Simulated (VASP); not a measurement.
Runs of VASP 6.6.1 on CdF2. The structure is that of space group Fm-3m (No. 225), or close to it. The cells are those of the table. 

```tsv
cell	gap on the mesh (eV)	pressure (GPa)
a = 3.733 Å, angles 60.0°, 3 atoms	3.97	(c)
a = 3.595 Å, angles 60.0°, 3 atoms	4.38	32.6
a = 3.681 Å, angles 60.0°, 3 atoms	(b)	16.8
a = 3.477 Å, angles 60.0°, 3 atoms	4.75	(a)
```

Alike in all rows: task single point; level r2SCAN; potentials or basis VASP PAW PBE potentials, release 64 (Cd, F); no spin polarisation; k mesh 8 × 8 × 8; cutoff (eV) 520; smearing gaussian 0.02 eV.

Question: Estimate the missing entries.

Answer: (a) 64.2; (b) 4.12; (c) 9.4.

Caveats: the cell stands under pressure; the PAW data sets were made with another functional, which shifts forces and pressure a little.

A k mesh can miss the band edges, and the runs leave out spin-orbit coupling on Cd.
